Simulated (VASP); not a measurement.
# HgTe (Cmcm) in VASP: a series of runs, part 2 of 2

VASP 6.6.1. The steps go on from the part before.

## Step 3: Single point, r2SCAN+D3(BJ)

This run uses another cell than the first one, of 31.88 Å³/atom, 1.019 times its volume.

Input file POSCAR:

```
HgTe
1.0
    3.0512097241     -3.5349252628      0.0000000000
    3.0512097241      3.5349252628      0.0000000000
    0.0000000000      0.0000000000      5.9118752236
Hg Te
2 2
Direct
    0.3430500000      0.6569500000      0.7500000000
    0.6569500000      0.3430500000      0.2500000000
    0.7848090000      0.2151910000      0.7500000000
    0.2151910000      0.7848090000      0.2500000000
```

Input file INCAR.step1:

```
ALGO = Normal
EDIFF = 1E-4
ENCUT = 520
GGA = PE
ISMEAR = -1
LASPH = True
LCHARG = False
LREAL = False
LWAVE = True
NBANDS = 26
NELM = 100
PREC = Accurate
SIGMA = 0.05
```

Input file INCAR.step2:

```
ALGO = Normal
EDIFF = 1E-7
ENCUT = 520
ISIF = 2
ISMEAR = -1
ISTART = 1
IVDW = 12
LASPH = True
LCHARG = False
LMIXTAU = True
LREAL = False
LWAVE = False
METAGGA = R2SCAN
NBANDS = 26
NELM = 100
PREC = Accurate
SIGMA = 0.05
VDW_A1 = 0.49484001
VDW_A2 = 5.73083694
VDW_S6 = 1.0
VDW_S8 = 0.78981345
```

Input file KPOINTS:

```
k-points
0
Gamma
  4 4 4
```

Potentials or basis: VASP PAW PBE potentials, release 64 (Hg, Te).

Command:

```console
> cat potpaw_PBE.64/Hg/POTCAR potpaw_PBE.64/Te/POTCAR > POTCAR
> cp INCAR.step1 INCAR
> mpirun -np 1 vasp_std > vasp.out
> cp INCAR.step2 INCAR
> mpirun -np 1 vasp_std > vasp.out
```

OUTCAR:

```text
EDIFF = 1E-7
   ENCUT = 520
   ISIF = 2
   ISMEAR = -1
   ISTART = 1
   IVDW = 12
   LASPH = True
   LREAL = False
   METAGGA = R2SCAN
   NELM = 100
   PREC = Accurate
 IVDW          = 12

 ion  position               nearest neighbor table
   1  0.343  0.657  0.750-   3 3.08   3 3.08   4 3.09   4 3.09   3 3.12   2 3.70   2 3.70
   2  0.657  0.343  0.250-   4 3.08   4 3.08   3 3.09   3 3.09   4 3.12   1 3.70   1 3.70
   3  0.785  0.215  0.750-   1 3.08   1 3.08   2 3.09   2 3.09   1 3.12
   4  0.215  0.785  0.250-   2 3.08   2 3.08   1 3.09   1 3.09   2 3.12

  LATTYP: Found a base centered orthorhombic cell.
 ALAT       =     6.1024194482
 B/A-ratio  =     1.1585323798
 C/A-ratio  =     0.9687756264

  Lattice vectors:

 A1 = (   3.0512097241,  -3.5349252628,   0.0000000000)
 A2 = (   3.0512097241,   3.5349252628,   0.0000000000)
 A3 = (   0.0000000000,   0.0000000000,   5.9118752236)

Analysis of symmetry for initial positions (statically):
=====================================================================
 Subroutine PRICEL returns:
 Original cell was already a primitive cell.
[... 169 lines left out ...]

  energy without entropy =     -149.53773075  energy(sigma->0) =     -149.54193207

 E-fermi :   3.1162     XC(G=0):  -9.8040

 val. band max:        2.9877600020   @ k =   0.2500   0.0000   0.2500
 cond. band min:       3.2362339455   @ k =   0.2500   0.0000   0.0000
 fundamental gap:      0.2484739435
 Fermi energy:         3.1161837581

 k-point     1 :       0.0000    0.0000    0.0000
  band No.  band energies     occupation
      1      -8.7663      2.00000
      2      -7.7667      2.00000
      3      -3.8294      2.00000
      4      -3.7489      2.00000
      5      -3.7361      2.00000
      6      -3.6692      2.00000
[... 598 lines left out ...]
     25      10.6716      0.00000
     26      10.6716      0.00000

------------------------ aborting loop because EDIFF is reached ----------------------------------------

 Edisp (eV)   -0.73290

 E8    (eV) :    -0.2635

  FORCE on cell =-STRESS in cart. coord.  units (eV):
  Direction    XX          YY          ZZ          XY          YZ          ZX
  --------------------------------------------------------------------------------------
  -------------------------------------------------------------------------------------
  Total      -3.71213    -2.52225    -3.88053     0.00000     0.00000     0.00000
  in kB     -46.63650   -31.68779   -48.75221     0.00000     0.00000     0.00000
  external pressure =      -42.36 kB  Pullay stress =        0.00 kB

 VOLUME and BASIS-vectors are now :
 -----------------------------------------------------------------------------
  energy-cutoff  :      520.00
  volume of cell :      127.53
      direct lattice vectors                 reciprocal lattice vectors
     3.051209724 -3.534925263  0.000000000     0.163869431 -0.141445706  0.000000000
     3.051209724  3.534925263  0.000000000     0.163869431  0.141445706  0.000000000
     0.000000000  0.000000000  5.911875224     0.000000000  0.000000000  0.169151067

 POSITION                                       TOTAL-FORCE (eV/Angst)
 -----------------------------------------------------------------------------------
      3.05121      1.10961      4.43391         0.000000     -0.022224      0.000000
      3.05121     -1.10961      1.47797         0.000000      0.022224      0.000000
      3.05121     -2.01356      4.43391         0.000000      0.245058      0.000000
      3.05121      2.01356      1.47797         0.000000     -0.245058      0.000000
 -----------------------------------------------------------------------------------
    total drift:                               -0.000000      0.000000     -0.000000

  FREE ENERGIE OF THE ION-ELECTRON SYSTEM (eV)
  ---------------------------------------------------
  free  energy   TOTEN  =      -150.2790317399 eV

  energy  without entropy=     -150.2706290918  energy(sigma->0) =     -150.27483042
```

OUTCAR.step1:

```text
EDIFF = 1E-4
   ENCUT = 520
   GGA = PE
   ISMEAR = -1
   LASPH = True
   LREAL = False
[... 834 lines left out ...]
      3.05121     -1.10961      1.47797         0.000000      0.016543      0.000000
      3.05121     -2.01356      4.43391         0.000000      0.180643     -0.000000
      3.05121      2.01356      1.47797         0.000000     -0.180643      0.000000
 -----------------------------------------------------------------------------------
    total drift:                               -0.000000      0.000000     -0.000000

  FREE ENERGIE OF THE ION-ELECTRON SYSTEM (eV)
  ---------------------------------------------------
  free  energy   TOTEN  =        -6.5665708492 eV

  energy  without entropy=       -6.5535763168  energy(sigma->0) =       -6.56007358
```

Run time: 2.8 min. Hardware: 1 thread of Intel Xeon 6975P-C, shared host; peak memory 0.29 GiB.

Results:

```
Free energy                : -150.2790 eV
Pressure                   : -4.2 GPa
Largest force              : 0.245 eV/Å
Band gap on the k mesh     : zero (band 18 reaches 3.37 eV, above the bottom of band 19 at 1.57 eV)
Dispersion energy per atom : -0.183 eV
```

Forces in eV/Å, atoms in the order of the input:
```
Hg   0.000 -0.022  0.000
Hg   0.000  0.022  0.000
Te   0.000  0.245  0.000
Te   0.000 -0.245  0.000
```

Stress tensor (GPa, compression positive):
```
-4.66  0.00  0.00
 0.00 -3.17  0.00
 0.00  0.00 -4.88
```

Caveat: three body term missing; the PAW data sets were made with another functional, which shifts forces and pressure a little; spin-orbit coupling is left out, which moves the levels of the heavy elements; pairwise dispersion overbinds metals, which lowers pressure and volume.
